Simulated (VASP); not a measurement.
# Sn (I4/mmm) in VASP: single point with r2SCAN

Aim: the single point of Sn with r2SCAN.

Program: VASP 6.6.1. These are calculated values, not measurements. Logs are shortened: lines on timing, memory, paths and dates and some standing lists are left out, and cuts for length are marked.

### Step 1. The cell of the first run

Symmetry: I4/mmm, No. 139, tetragonal system. The conventional cell has a = 3.310 Å, b = 3.310 Å, c = 4.965 Å, α = 90.00°, β = 90.00°, γ = 90.00°. Sn (site symmetry 4/mmm) has 12 Sn at 3.31 to 3.41 Å within 4.4 Å.

### Step 2. Single point, r2SCAN

POSCAR reads:

```
Sn
1.0
   -1.6551308167      1.6551308167      2.4826962251
    1.6551308167     -1.6551308167      2.4826962251
    1.6551308167      1.6551308167     -2.4826962251
Sn
1
Direct
    0.0000000000      0.0000000000      0.0000000000
```

INCAR.step1 reads:

```
ALGO = Normal
EDIFF = 1E-4
ENCUT = 520
GGA = PE
ISMEAR = 0
LASPH = True
LCHARG = False
LREAL = False
LWAVE = True
NBANDS = 13
NELM = 100
PREC = Accurate
SIGMA = 0.15
```

INCAR.step2 reads:

```
ALGO = Normal
EDIFF = 1E-6
ENCUT = 520
ISIF = 2
ISMEAR = 0
ISTART = 1
LASPH = True
LCHARG = True
LELF = True
LMIXTAU = True
LREAL = False
LVHAR = True
LWAVE = False
METAGGA = R2SCAN
NBANDS = 13
NELM = 100
PREC = Accurate
SIGMA = 0.15
```

KPOINTS reads:

```
k-points
0
Gamma
  20 20 20
```

Potentials or basis: VASP PAW PBE potentials, release 64 (Sn_d).

Command:

```
$ cat potpaw_PBE.64/Sn_d/POTCAR > POTCAR
$ cp INCAR.step1 INCAR
$ mpirun -np 1 vasp_std > vasp.out
$ cp INCAR.step2 INCAR
$ mpirun -np 1 vasp_std > vasp.out
```

OUTCAR:

```text
EDIFF = 1E-6
   ENCUT = 520
   ISIF = 2
   ISMEAR = 0
   ISTART = 1
   LASPH = True
   LREAL = False
   METAGGA = R2SCAN
   NELM = 100
   PREC = Accurate

 ion  position               nearest neighbor table
   1  0.000  0.000  0.000-

  LATTYP: Found a body centered tetragonal cell.
 ALAT       =     3.3102616334
 C/A-ratio  =     1.5000000000

  Lattice vectors:

 A1 = (  -1.6551308167,   1.6551308167,   2.4826962251)
 A2 = (   1.6551308167,  -1.6551308167,   2.4826962251)
 A3 = (   1.6551308167,   1.6551308167,  -2.4826962251)

Analysis of symmetry for initial positions (statically):
=====================================================================
 Subroutine PRICEL returns:
 Original cell was already a primitive cell.

 Routine SETGRP: Setting up the symmetry group for a
 body centered tetragonal supercell.

 Subroutine GETGRP returns: Found 16 space group operations
 (whereof 16 operations were pure point group operations)
 out of a pool of 16 trial point group operations.

The static configuration has the point symmetry D_4h.

Analysis of symmetry for dynamics (positions and initial velocities):
=====================================================================
 Subroutine PRICEL returns:
 Original cell was already a primitive cell.

 Routine SETGRP: Setting up the symmetry group for a
 body centered tetragonal supercell.

 Subroutine GETGRP returns: Found 16 space group operations
 (whereof 16 operations were pure point group operations)
 out of a pool of 16 trial point group operations.

The dynamic configuration has the point symmetry D_4h.

 Subroutine INISYM returns: Found 16 space group operations
 (whereof 16 operations are pure point group operations),
 and found     1 'primitive' translations

----------------------------------------------------------------------------------------

                                     Primitive cell

  volume of cell :      27.2050

  direct lattice vectors                    reciprocal lattice vectors
    -1.655130817  1.655130817  2.482696225     0.000000000  0.302090925  0.201393950
     1.655130817 -1.655130817  2.482696225     0.302090925  0.000000000  0.201393950
     1.655130817  1.655130817 -2.482696225     0.302090925  0.302090925  0.000000000

  length of vectors
     3.412139591  3.412139591  3.412139591     0.363068107  0.363068107  0.427221084

  position of ions in fractional coordinates (direct lattice)
     0.000000000  0.000000000  0.000000000

  ion indices of the primitive-cell ions
   primitive index   ion index
                 1           1

----------------------------------------------------------------------------------------

 KPOINTS: k-points

Automatic generation of k-mesh.
 Grid dimensions read from file:
 generate k-points for:   20   20   20

 Generating k-lattice:

  Cartesian coordinates                     Fractional coordinates (reciprocal lattice)
     0.000000000  0.015104546  0.010069698     0.050000000  0.000000000  0.000000000
     0.015104546  0.000000000  0.010069698     0.000000000  0.050000000  0.000000000
     0.015104546  0.015104546  0.000000000     0.000000000  0.000000000  0.050000000

  Length of vectors
     0.018153405  0.018153405  0.021361054

  Shift w.r.t. Gamma in fractional coordinates (k-lattice)
     0.000000000  0.000000000  0.000000000

 Subroutine IBZKPT returns following result:
 ===========================================

 Found    641 irreducible k-points:

 Following reciprocal coordinates:
            Coordinates               Weight
  0.000000  0.000000  0.000000      1.000000
  0.050000 -0.000000  0.000000      8.000000
  0.100000  0.000000  0.000000      8.000000
  0.150000  0.000000  0.000000      8.000000
  0.200000  0.000000  0.000000      8.000000
  0.250000  0.000000  0.000000      8.000000
[... 16 lines left out ...]
 -0.400000  0.050000  0.000000     16.000000
 -0.350000  0.050000  0.000000     16.000000
 [... further k-points ...]
   k-points           NKPTS =    641   k-points in BZ     NKDIM =    641   number of bands    NBANDS=     13
   number of dos      NEDOS =    301   number of ions     NIONS =      1
   total plane-waves  NPLWV =  21952
   dimension x,y,z NGX =    28 NGY =   28 NGZ =   28
   dimension x,y,z NGXF=    56 NGYF=   56 NGZF=   56
   ions per type =               1
   NGX,Y,Z   is equivalent  to a cutoff of  13.64, 13.64, 13.64 a.u.
   NGXF,Y,Z  is equivalent  to a cutoff of  27.28, 27.28, 27.28 a.u.
 SYSTEM =  unknown system
   PREC   = accura    normal or accurate (medium, high low for compatibility)
   ISTART =      1    job   : 0-new  1-cont  2-samecut
   ICHARG =      0    charge: 1-file 2-atom 10-const
   ISPIN  =      1    spin polarized calculation?
   LNONCOLLINEAR =      F non collinear calculations
   LSORBIT =      F    spin-orbit coupling
   LASPH  =      T    aspherical Exc in radial PAW
   ENCUT  =  520.0 eV  38.22 Ry    6.18 a.u.   6.34  6.34  6.34*2*pi/ulx,y,z
   NELM   =    100;   NELMIN=  2; NELMDL=  0     # of ELM steps
   EDIFF  = 0.1E-05   stopping-criterion for ELM
   LREAL  =      F    real-space projection
[... 7 lines left out ...]
   TEBEG  =    0.0;   TEEND  =   0.0 temperature during run
   PSTRESS=    0.0 pullay stress
   NELECT =      14.0000    total number of electrons
   NUPDOWN=      -1.0000    fix difference up-down
   EMIN   =  10.00;   EMAX   =-10.00  energy-range for DOS
   EFERMI =   0.00;   METHOD = LEGACY
   ISMEAR =     0;   SIGMA  =   0.15  broadening in eV -4-tet -1-fermi 0-gaus
   EFERMI_NEDOS =   21; number of points for ismear=-14 and -15
   IALGO  =     38    algorithm
   IMIX   =      4    mixing-type and parameters
     AMIX     =   0.40;   BMIX     =  1.00
     AMIX_MAG =   1.60;   BMIX_MAG =  1.00
  volume/ion in A,a.u.               =      27.20       183.59
  Fermi-wavevector in a.u.,A,eV,Ry     =   1.311902  2.479136 23.416813  1.721087
  Thomas-Fermi vector in A             =   2.442332
   LORBIT       =      0    0 simple, 1 ext, 2 COOP (PROOUT), +10 PAW based schemes
   METAGGA = R2SCAN    functional components
   LHFCALC =     F    Hartree Fock is set to
   AEXX    =    0.0000 exact exchange contribution
   IVDW    =     0    specifies the selected vdW correction
   LEPSILON=     F    determine dielectric tensor
   LRPA    =     F    only Hartree local field effects (RPA)
 non-spin polarized calculation
 Gauss-broadening in eV      SIGMA  =   0.15
  energy-cutoff  :      520.00
  volume of cell :       27.20
 maximum number of plane-waves:       748
 NGX is ok and might be reduce to    28
   NGX = 13   NGY = 13   NGZ = 13

 number of electron      14.0000004 magnetization

 Free energy of the ion-electron system (eV)
  ---------------------------------------------------
  ext. energy  EPLUGINS =         0.00000000
  ---------------------------------------------------
  free energy    TOTEN  =       -24.50674378 eV

  energy without entropy =      -24.50113979  energy(sigma->0) =      -24.50394178

 E-fermi :   8.1239     XC(G=0): -11.2702

 val. band max:        8.1151780041   @ k =   0.2500   0.1500   0.0000
 cond. band min:       8.1270365887   @ k =   0.2000   0.1000   0.1000
 fundamental gap:      0.0118585846
 Fermi energy:         8.1239332298

 k-point     1 :       0.0000    0.0000    0.0000
  band No.  band energies     occupation
      1     -14.2231      2.00000
      2     -14.1790      2.00000
      3     -14.1789      2.00000
      4     -14.1362      2.00000
      5     -14.0863      2.00000
      6      -3.6413      2.00000
      7      16.2323      0.00000
      8      16.2323      0.00000
      9      16.3040      0.00000
     10      19.3817      0.00000
     11      20.2547      0.00000
     12      20.6070      0.00000
     13      20.6070      0.00000

 k-point     2 :       0.0500   -0.0000    0.0000
  band No.  band energies     occupation
      1     -14.2208      2.00000
      2     -14.1786      2.00000
      3     -14.1768      2.00000
      4     -14.1358      2.00000
      5     -14.0869      2.00000
      6      -3.5867      2.00000
      7      15.6098      0.00000
      8      16.1599      0.00000
      9      16.1636      0.00000
     10      18.9662      0.00000
     11      20.5151      0.00000
     12      20.7500      0.00000
     13      21.4456      0.00000

 k-point     3 :       0.1000    0.0000    0.0000
  band No.  band energies     occupation
      1     -14.2149      2.00000
      2     -14.1779      2.00000
      3     -14.1710      2.00000
      4     -14.1337      2.00000
      5     -14.0883      2.00000
      6      -3.4228      2.00000
      7      14.1689      0.00000
      8      15.8408      0.00000
      9      15.9844      0.00000
     10      18.6584      0.00000
     11      20.9041      0.00000
     12      21.1436      0.00000
     13      22.1599      0.00000

 k-point     4 :       0.1500    0.0000    0.0000
  band No.  band energies     occupation
      1     -14.2080      2.00000
      2     -14.1779      2.00000
      3     -14.1633      2.00000
      4     -14.1272      2.00000
      5     -14.0890      2.00000
      6      -3.1492      2.00000
      7      12.4963      0.00000
      8      15.4308      0.00000
      9      15.7494      0.00000
     10      18.4832      0.00000
     11      20.8659      0.00000
     12      21.6831      0.00000
     13      22.1929      0.00000

 k-point     5 :       0.2000    0.0000    0.0000
  band No.  band energies     occupation
      1     -14.2025      2.00000
      2     -14.1802      2.00000
      3     -14.1568      2.00000
      4     -14.1137      2.00000
      5     -14.0868      2.00000
      6      -2.7659      2.00000
      7      10.8030      0.00000
      8      15.0031      0.00000
      9      15.5056      0.00000
     10      18.3668      0.00000
     11      20.3222      0.00000
     12      21.9853      0.00000
     13      22.6001      0.00000

 k-point     6 :       0.2500    0.0000    0.0000
  band No.  band energies     occupation
      1     -14.1993      2.00000
      2     -14.1846      2.00000
      3     -14.1542      2.00000
      4     -14.0942      2.00000
      5     -14.0795      2.00000
      6      -2.2736      2.00000
      7       9.1600      0.00000
      8      14.6004      0.00000
      9      15.2822      0.00000
     10      18.2937      0.00000
     11      19.7746      0.00000
     12      21.5504      0.00000
     13      21.9570      0.00000

 k-point     7 :       0.3000    0.0000    0.0000
  band No.  band energies     occupation
      1     -14.1983      2.00000
      2     -14.1897      2.00000
      3     -14.1558      2.00000
      4     -14.0720      2.00000
      5     -14.0680      2.00000
      6      -1.6748      2.00000
      7       7.5991      2.00000
      8      14.2471      0.00000
      9      15.0945      0.00000
     10      18.2550      0.00000
     11      19.3289      0.00000
     12      20.9709      0.00000
     13      21.2812      0.00000
[... 193 lines left out ...]
 k-point    20 :       0.4500    0.0500    0.0000
  band No.  band energies     occupation
      1     -14.2033      2.00000
      2     -14.1930      2.00000
      3     -14.1666      2.00000
      4     -14.0370      2.00000
      5     -14.0221      2.00000
      6       0.8287      2.00000
      7       3.5008      2.00000
      8      13.4041      0.00000
      9      14.3054      0.00000
     10      18.0099      0.00000
     11      18.5334      0.00000
     12      19.9076      0.00000
     13      21.0811      0.00000

 k-point    21 :       0.5000    0.0500    0.0000
  band No.  band energies     occupation
      1     -14.2037      2.00000
      2     -14.1930      2.00000
      3     -14.1672      2.00000
      4     -14.0377      2.00000
      5     -14.0187      2.00000
      6       1.0082      2.00000
      7       3.2787      2.00000
      8      13.3521      0.00000
      9      14.3476      0.00000
     10      17.9204      0.00000
     11      18.6419      0.00000
     12      20.0540      0.00000
     13      20.8170      0.00000

 k-point    22 :      -0.4500    0.0500   -0.0000
  band No.  band energies     occupation
      1     -14.2022      2.00000
      2     -14.1928      2.00000
      3     -14.1657      2.00000
      4     -14.0437      2.00000
      5     -14.0227      2.00000
      6       0.3984      2.00000
      7       4.0657      2.00000
      8      13.3642      0.00000
      9      14.4609      0.00000
     10      17.9267      0.00000
     11      18.8454      0.00000
     12      20.1678      0.00000
     13      20.8051      0.00000

 k-point    23 :      -0.4000    0.0500    0.0000
  band No.  band energies     occupation
      1     -14.1989      2.00000
      2     -14.1927      2.00000
      3     -14.1624      2.00000
      4     -14.0544      2.00000
      5     -14.0335      2.00000
      6      -0.3959      2.00000
      7       5.2558      2.00000
      8      13.4511      0.00000
      9      14.6257      0.00000
     10      18.0280      0.00000
     11      19.1493      0.00000
     12      20.1715      0.00000
     13      21.1164      0.00000

 k-point    24 :      -0.3500    0.0500    0.0000
  band No.  band energies     occupation
      1     -14.1944      2.00000
      2     -14.1925      2.00000
      3     -14.1581      2.00000
      4     -14.0685      2.00000
      5     -14.0497      2.00000
      6      -1.1520      2.00000
      7       6.6227      2.00000
      8      13.6170      0.00000
      9      14.8285      0.00000
     10      18.1987      0.00000
     11      19.5553      0.00000
     12      20.2161      0.00000
     13      21.6040      0.00000

 [... further k-points ...]
[... 5 lines left out ...]
  --------------------------------------------------------------------------------------
  -------------------------------------------------------------------------------------
  Total        0.0189498      0.0189498      0.0498437      0.0000000      0.0000000      0.0000000
  in kB        1.1160077      1.1160077      2.9354365      0.0000000      0.0000000      0.0000000
  external PRESSURE =       1.7224840 kB  Pullay stress =       0.0000000 kB

 VOLUME and BASIS-vectors are now :
 -----------------------------------------------------------------------------
  energy-cutoff  :      520.00
  volume of cell :       27.20
      direct lattice vectors                 reciprocal lattice vectors
    -1.655130817  1.655130817  2.482696225     0.000000000  0.302090925  0.201393950
     1.655130817 -1.655130817  2.482696225     0.302090925  0.000000000  0.201393950
     1.655130817  1.655130817 -2.482696225     0.302090925  0.302090925  0.000000000

 POSITION                                       TOTAL-FORCE (eV/Angst)
 -----------------------------------------------------------------------------------
      0.00000      0.00000      0.00000         0.000000     -0.000000      0.000000
 -----------------------------------------------------------------------------------
    total drift:                               -0.000000     -0.000000     -0.000000

  FREE ENERGIE OF THE ION-ELECTRON SYSTEM (eV)
  ---------------------------------------------------
  free  energy   TOTEN  =       -24.5067437834 eV

  energy  without entropy=      -24.5011397854  energy(sigma->0) =      -24.50394178
```

It took 12 min on 1 thread of Intel Xeon Platinum 8488C (Sapphire Rapids), shared host; peak memory 0.33 GiB.

What came out:

```
Free energy            : -24.5067 eV
Pressure               : 0.2 GPa
Band gap on the k mesh : zero (band 7 reaches 16.23 eV, above the bottom of band 8 at 5.77 eV)
```

Caveat: the PAW data sets were made with another functional, which shifts forces and pressure a little; spin-orbit coupling is left out, which moves the levels of the heavy elements.
